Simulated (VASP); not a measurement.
# Rh (P6_3/mmc) in VASP: single point with PBEsol

Aim: the single point of Rh with PBEsol.

Everything below comes from runs of VASP 6.6.1. Logs are shortened: lines on timing, memory, paths and dates and some standing lists are left out, and cuts for length are marked.

## Step 1: The cell of the first run

Symmetry: P6_3/mmc, No. 194, hexagonal system. The conventional cell has a = 2.649 Å, b = 2.649 Å, c = 4.362 Å, α = 90.00°, β = 90.00°, γ = 120.00°. Within 3.5 Å of Rh (site symmetry -6m2) lie 12 Rh at 2.65 to 2.66 Å.

## Step 2: Single point, PBEsol (strain -0.030 along x and y, -0.015 along z)

INCAR reads:

```
SYSTEM = Rh
ALGO = Fast
EDIFF = 1E-6
ENCUT = 520
GGA = PS
ISIF = 2
ISMEAR = 0
LASPH = .TRUE.
LCHARG = .FALSE.
LREAL = .FALSE.
LWAVE = .FALSE.
NBANDS = 22
NELM = 60
PREC = Accurate
SIGMA = 0.15
```

KPOINTS reads:

```
k-points
0
G
  18 18 12
  0 0 0
```

POSCAR reads:

```
Rh
1.0
    2.6490496710      0.0000000000      0.0000000000
   -1.3245248355      2.2941443109      0.0000000000
    0.0000000000      0.0000000000      4.3620616650
Rh
2
Direct
    0.6666666667      0.3333333333      0.7500000000
    0.3333333333      0.6666666667      0.2500000000
```

Potentials or basis: VASP PAW PBE potentials, release 64 (Rh_pv).

Started as:

```sh
$ cat potpaw_PBE.64/Rh_pv/POTCAR > POTCAR
$ mpirun -np 1 vasp_std > vasp.out
```

OUTCAR:

```text
SYSTEM = Rh
   EDIFF = 1E-6
   ENCUT = 520
   GGA = PS
   ISIF = 2
   ISMEAR = 0
   LASPH = .TRUE.
   LREAL = .FALSE.
   NELM = 60
   PREC = Accurate

 ion  position               nearest neighbor table
   1  0.667  0.333  0.750-   2 2.66   2 2.66   2 2.66   2 2.66   2 2.66   2 2.66
   2  0.333  0.667  0.250-   1 2.66   1 2.66   1 2.66   1 2.66   1 2.66   1 2.66

  LATTYP: Found a hexagonal cell.
 ALAT       =     2.6490496710
 C/A-ratio  =     1.6466515191

  Lattice vectors:

 A1 = (   2.6490496710,   0.0000000000,   0.0000000000)
 A2 = (  -1.3245248355,   2.2941443109,   0.0000000000)
 A3 = (   0.0000000000,   0.0000000000,   4.3620616650)

Analysis of symmetry for initial positions (statically):
=====================================================================
 Subroutine PRICEL returns:
 Original cell was already a primitive cell.

 Routine SETGRP: Setting up the symmetry group for a
 hexagonal supercell.

 Subroutine GETGRP returns: Found 24 space group operations
 (whereof 12 operations were pure point group operations)
 out of a pool of 24 trial point group operations.

The static configuration has the point symmetry D_3d.
 The point group associated with its full space group is D_6h.

Analysis of symmetry for dynamics (positions and initial velocities):
=====================================================================
 Subroutine PRICEL returns:
 Original cell was already a primitive cell.

 Routine SETGRP: Setting up the symmetry group for a
 hexagonal supercell.

 Subroutine GETGRP returns: Found 24 space group operations
 (whereof 12 operations were pure point group operations)
 out of a pool of 24 trial point group operations.

The dynamic configuration has the point symmetry D_3d.
 The point group associated with its full space group is D_6h.

 Subroutine INISYM returns: Found 24 space group operations
 (whereof 12 operations are pure point group operations),
 and found     1 'primitive' translations

----------------------------------------------------------------------------------------

                                     Primitive cell

  volume of cell :      26.5096

  direct lattice vectors                    reciprocal lattice vectors
     2.649049671  0.000000000  0.000000000     0.377493865  0.217946185  0.000000000
    -1.324524836  2.294144311  0.000000000     0.000000000  0.435892370  0.000000000
     0.000000000  0.000000000  4.362061665     0.000000000  0.000000000  0.229249396

  length of vectors
     2.649049671  2.649049671  4.362061665     0.435892370  0.435892370  0.229249396

  position of ions in fractional coordinates (direct lattice)
     0.666666667  0.333333333  0.750000000
     0.333333333  0.666666667  0.250000000

  ion indices of the primitive-cell ions
   primitive index   ion index
                 1           1
                 2           2

----------------------------------------------------------------------------------------

 KPOINTS: k-points

Automatic generation of k-mesh.
 Grid dimensions read from file:
 generate k-points for:   18   18   12

 Generating k-lattice:

  Cartesian coordinates                     Fractional coordinates (reciprocal lattice)
     0.020971881  0.012108121  0.000000000     0.055555556  0.000000000  0.000000000
     0.000000000  0.024216243  0.000000000     0.000000000  0.055555556  0.000000000
     0.000000000  0.000000000  0.019104116     0.000000000  0.000000000  0.083333333

  Length of vectors
     0.024216243  0.024216243  0.019104116

  Shift w.r.t. Gamma in fractional coordinates (k-lattice)
     0.000000000  0.000000000  0.000000000

 Subroutine IBZKPT returns following result:
 ===========================================

 Found    259 irreducible k-points:

 Following reciprocal coordinates:
            Coordinates               Weight
  0.000000  0.000000  0.000000      1.000000
  0.055556  0.000000  0.000000      6.000000
  0.111111  0.000000  0.000000      6.000000
  0.166667  0.000000  0.000000      6.000000
  0.222222 -0.000000  0.000000      6.000000
  0.277778  0.000000  0.000000      6.000000
[... 16 lines left out ...]
  0.333333  0.111111  0.000000     12.000000
  0.388889  0.111111  0.000000     12.000000
 [... further k-points ...]
   k-points           NKPTS =    259   k-points in BZ     NKDIM =    259   number of bands    NBANDS=     22
   number of dos      NEDOS =    301   number of ions     NIONS =      2
   total plane-waves  NPLWV =  12800
   dimension x,y,z NGX =    20 NGY =   20 NGZ =   32
   dimension x,y,z NGXF=    40 NGYF=   40 NGZF=   64
   ions per type =               2
   NGX,Y,Z   is equivalent  to a cutoff of  12.55, 12.55, 12.20 a.u.
   NGXF,Y,Z  is equivalent  to a cutoff of  25.10, 25.10, 24.39 a.u.
 SYSTEM =  Rh
   PREC   = accura    normal or accurate (medium, high low for compatibility)
   ISTART =      0    job   : 0-new  1-cont  2-samecut
   ICHARG =      2    charge: 1-file 2-atom 10-const
   ISPIN  =      1    spin polarized calculation?
   LNONCOLLINEAR =      F non collinear calculations
   LSORBIT =      F    spin-orbit coupling
   LASPH  =      T    aspherical Exc in radial PAW
   ENCUT  =  520.0 eV  38.22 Ry    6.18 a.u.   4.93  4.93  8.11*2*pi/ulx,y,z
   NELM   =     60;   NELMIN=  2; NELMDL= -5     # of ELM steps
   EDIFF  = 0.1E-05   stopping-criterion for ELM
   LREAL  =      F    real-space projection
   EDIFFG = 0.1E-04   stopping-criterion for IOM
   NSW    =      0    number of steps for IOM
   IBRION =     -1    ionic relax: 0-MD 1-quasi-New 2-CG
   NFREE  =      0    steps in history (QN), initial steepest desc. (CG)
   ISIF   =      2    stress and relaxation
   ISYM   =      2    0-nonsym 1-usesym 2-fastsym
   POTIM  = 0.5000    time-step for ionic-motion
   TEBEG  =    0.0;   TEEND  =   0.0 temperature during run
   PSTRESS=    0.0 pullay stress
   NELECT =      30.0000    total number of electrons
   NUPDOWN=      -1.0000    fix difference up-down
   EMIN   =  10.00;   EMAX   =-10.00  energy-range for DOS
   EFERMI =   0.00;   METHOD = LEGACY
   ISMEAR =     0;   SIGMA  =   0.15  broadening in eV -4-tet -1-fermi 0-gaus
   EFERMI_NEDOS =   21; number of points for ismear=-14 and -15
   IALGO  =     68    algorithm
   IMIX   =      4    mixing-type and parameters
     AMIX     =   0.40;   BMIX     =  1.00
     AMIX_MAG =   1.60;   BMIX_MAG =  1.00
  volume/ion in A,a.u.               =      13.25        89.45
  Fermi-wavevector in a.u.,A,eV,Ry     =   1.706008  3.223887 39.599252  2.910463
  Thomas-Fermi vector in A             =   2.785123
   LORBIT       =      0    0 simple, 1 ext, 2 COOP (PROOUT), +10 PAW based schemes
   GGA     = PS    functional components
   LHFCALC =     F    Hartree Fock is set to
   AEXX    =    0.0000 exact exchange contribution
   IVDW    =     0    specifies the selected vdW correction
   LEPSILON=     F    determine dielectric tensor
   LRPA    =     F    only Hartree local field effects (RPA)
 non-spin polarized calculation
 RMM-DIIS sequential band-by-band and
 Gauss-broadening in eV      SIGMA  =   0.15
  energy-cutoff  :      520.00
  volume of cell :       26.51
 maximum number of plane-waves:       756
 NGX is ok and might be reduce to    20
   NGX =  9   NGY =  9   NGZ = 17

 number of electron      30.0000003 magnetization

 Free energy of the ion-electron system (eV)
  ---------------------------------------------------
  ext. energy  EPLUGINS =         0.00000000
  ---------------------------------------------------
  free energy    TOTEN  =       -16.19343735 eV

  energy without entropy =      -16.15968611  energy(sigma->0) =      -16.17656173

 E-fermi :  12.5292     XC(G=0): -14.4536

 val. band max:       12.5292017907   @ k =   0.3333   0.2778   0.3333
 cond. band min:      12.5340279420   @ k =   0.4444   0.0556   0.4167
 fundamental gap:      0.0048261513
 Fermi energy:        12.5292356736

 k-point     1 :       0.0000    0.0000    0.0000
  band No.  band energies     occupation
      1     -34.7685      2.00000
      2     -34.0415      2.00000
      3     -34.0415      2.00000
      4     -33.9497      2.00000
      5     -33.9320      2.00000
      6     -33.9320      2.00000
[... 14 lines left out ...]
     21      30.3678      0.00000
     22      31.2793      0.00000

 k-point     2 :       0.0556    0.0000    0.0000
  band No.  band energies     occupation
      1     -34.7603      2.00000
      2     -34.0615      2.00000
      3     -34.0478      2.00000
      4     -33.9526      2.00000
      5     -33.9526      2.00000
      6     -33.9352      2.00000
[... 14 lines left out ...]
     21      30.5124      0.00000
     22      31.4200      0.00000

 k-point     3 :       0.1111    0.0000    0.0000
  band No.  band energies     occupation
      1     -34.7363      2.00000
      2     -34.1191      2.00000
      3     -34.0656      2.00000
      4     -34.0117      2.00000
      5     -33.9615      2.00000
      6     -33.9449      2.00000
[... 14 lines left out ...]
     21      30.8988      0.00000
     22      31.6335      0.00000

 k-point     4 :       0.1667    0.0000    0.0000
  band No.  band energies     occupation
      1     -34.6981      2.00000
      2     -34.2073      2.00000
      3     -34.1010      2.00000
      4     -34.0924      2.00000
      5     -33.9766      2.00000
      6     -33.9602      2.00000
[... 14 lines left out ...]
     21      31.2306      0.00000
     22      31.5609      0.00000

 k-point     5 :       0.2222   -0.0000    0.0000
  band No.  band energies     occupation
      1     -34.6482      2.00000
      2     -34.3155      2.00000
      3     -34.2083      2.00000
      4     -34.1245      2.00000
      5     -33.9980      2.00000
      6     -33.9795      2.00000
[... 14 lines left out ...]
     21      30.4459      0.00000
     22      30.7915      0.00000

 k-point     6 :       0.2778    0.0000    0.0000
  band No.  band energies     occupation
      1     -34.5901      2.00000
      2     -34.4306      2.00000
      3     -34.3201      2.00000
      4     -34.1579      2.00000
      5     -34.0257      2.00000
      6     -34.0005      2.00000
[... 14 lines left out ...]
     21      29.3554      0.00000
     22      29.3698      0.00000

 k-point     7 :       0.3333    0.0000    0.0000
  band No.  band energies     occupation
      1     -34.5384      2.00000
      2     -34.5283      2.00000
      3     -34.4231      2.00000
      4     -34.1888      2.00000
      5     -34.0588      2.00000
      6     -34.0207      2.00000
[... 324 lines left out ...]
      6     -34.0074      2.00000
[... 14 lines left out ...]
     21      28.5821      0.00000
     22      30.4241      0.00000

 k-point    21 :       0.2222    0.1111    0.0000
  band No.  band energies     occupation
      1     -34.5710      2.00000
      2     -34.4289      2.00000
      3     -34.3609      2.00000
      4     -34.1672      2.00000
      5     -34.0394      2.00000
      6     -34.0354      2.00000
[... 14 lines left out ...]
     21      27.5132      0.00000
     22      29.4659      0.00000

 k-point    22 :       0.2778    0.1111    0.0000
  band No.  band energies     occupation
      1     -34.5279      2.00000
      2     -34.5106      2.00000
      3     -34.4382      2.00000
      4     -34.2118      2.00000
      5     -34.0689      2.00000
      6     -34.0649      2.00000
[... 14 lines left out ...]
     21      26.4356      0.00000
     22      28.6458      0.00000

 k-point    23 :       0.3333    0.1111    0.0000
  band No.  band energies     occupation
      1     -34.6087      2.00000
      2     -34.5004      2.00000
      3     -34.4521      2.00000
      4     -34.2479      2.00000
      5     -34.1054      2.00000
      6     -34.0855      2.00000
[... 14 lines left out ...]
     21      25.4810      0.00000
     22      27.9549      0.00000

 k-point    24 :       0.3889    0.1111    0.0000
  band No.  band energies     occupation
      1     -34.6612      2.00000
      2     -34.5408      2.00000
      3     -34.4052      2.00000
      4     -34.2712      2.00000
      5     -34.1379      2.00000
      6     -34.0989      2.00000
[... 14 lines left out ...]
     21      24.8042      0.00000
     22      27.3979      0.00000

 [... further k-points ...]

------------------------ aborting loop because EDIFF is reached ----------------------------------------

  FORCE on cell =-STRESS in cart. coord.  units (eV):
  Direction    XX          YY          ZZ          XY          YZ          ZX
  --------------------------------------------------------------------------------------
  -------------------------------------------------------------------------------------
  Total        1.5016717      1.5016716      0.4093334      0.0000000      0.0000000     -0.0000000
  in kB       90.7575845     90.7575845     24.7391702      0.0000000      0.0000000     -0.0000000
  external PRESSURE =      68.7514464 kB  Pullay stress =       0.0000000 kB

 VOLUME and BASIS-vectors are now :
 -----------------------------------------------------------------------------
  energy-cutoff  :      520.00
  volume of cell :       26.51
      direct lattice vectors                 reciprocal lattice vectors
     2.649049671  0.000000000  0.000000000     0.377493865  0.217946185  0.000000000
    -1.324524836  2.294144311  0.000000000     0.000000000  0.435892370  0.000000000
     0.000000000  0.000000000  4.362061665     0.000000000  0.000000000  0.229249396

 POSITION                                       TOTAL-FORCE (eV/Angst)
 -----------------------------------------------------------------------------------
      1.32452      0.76471      3.27155         0.000000     -0.000000      0.000000
     -0.00000      1.52943      1.09052        -0.000000      0.000000      0.000000
 -----------------------------------------------------------------------------------
    total drift:                                0.000000     -0.000000      0.000000

  FREE ENERGIE OF THE ION-ELECTRON SYSTEM (eV)
  ---------------------------------------------------
  free  energy   TOTEN  =       -16.1934373516 eV

  energy  without entropy=      -16.1596861104  energy(sigma->0) =      -16.17656173
```

Wall time 82 s (1 thread of Intel Xeon Platinum 8375C at 2.90GHz (Ice Lake), shared host); peak memory 0.23 GiB.

What came out:

- Free energy: -16.1934 eV
- Pressure: 6.9 GPa
- Band gap on the k mesh: zero (band 15 reaches 13.27 eV, above the bottom of band 16 at 10.62 eV)

Stress tensor (GPa, compression positive):
```
9.08 0.00 0.00
0.00 9.08 0.00
0.00 0.00 2.47
```

Caveat: the cell differs from its parent crystal (strain -0.030 along x and y, -0.015 along z); the PAW data sets were made with another functional, which shifts forces and pressure a little.
